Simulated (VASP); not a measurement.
Wanted: the native input for a VASP 6.6.1 run.

- Task: single point
- Functional: PBEsol
- Potentials or basis: VASP PAW PBE potentials, release 64 (Co, Si)
- Cutoff: 520 eV
- k mesh: 14 × 14 × 14
- Occupations: gaussian, width 0.15 eV
- Spin: collinear spin, ferromagnetic start
- Starting moments: [0.825, 0.0, 0.0] μB
- Fixed moment: 0.825 μB
- Dipole correction: no
- Further INCAR settings: ALGO = Normal; EDIFF = 1e-07; NBANDS = 20

The structure of CoSi2 lies in POSCAR:

```
CoSi2
1.0
    0.0000000000      2.7254116596      2.7254116596
    2.7254116596      0.0000000000      2.7254116596
    2.7254116596      2.7254116596      0.0000000000
Co Si
1 2
Direct
    0.0000000000      0.0000000000      0.0000000000
    0.2500000000      0.2500000000      0.2500000000
    0.7500000000      0.7500000000      0.7500000000
```

These files were run (other wordings do the same):

INCAR

```
SYSTEM = CoSi2
ALGO = Normal
EDIFF = 1E-7
ENCUT = 520
GGA = PS
ISIF = 2
ISMEAR = 0
ISPIN = 2
LASPH = .TRUE.
LCHARG = .FALSE.
LMAXMIX = 4
LORBIT = 11
LREAL = .FALSE.
LWAVE = .FALSE.
MAGMOM = 0.825 0 0
NBANDS = 20
NELM = 150
NUPDOWN = 0.825
PREC = Accurate
SIGMA = 0.15
```

KPOINTS

```
k-points
0
G
  14 14 14
  0 0 0
```

Potentials or basis: VASP PAW PBE potentials, release 64 (Co, Si).

The run is started by

```console
$ cat potpaw_PBE.64/Co/POTCAR potpaw_PBE.64/Si/POTCAR > POTCAR
$ mpirun -np 1 vasp_std > vasp.out
```

It gave:

```yaml
Pressure: -9.9 GPa
Net_moment: 0.82 μB per cell
Site_moments: Co +0.51; Si +0.06 μB
Valence_electrons_inside_the_program's_atomic_spheres: Co 8.71; Si 1.56
```

Caveat: the cell stands under tension; the PAW data sets were made with another functional, which shifts forces and pressure a little; the total moment is fixed, so each spin has its own Fermi level and the state may be an excited one.

Run time: 7.3 min on 1 thread of Intel Xeon 8259CL (shared host), peak memory 0.28 GiB.
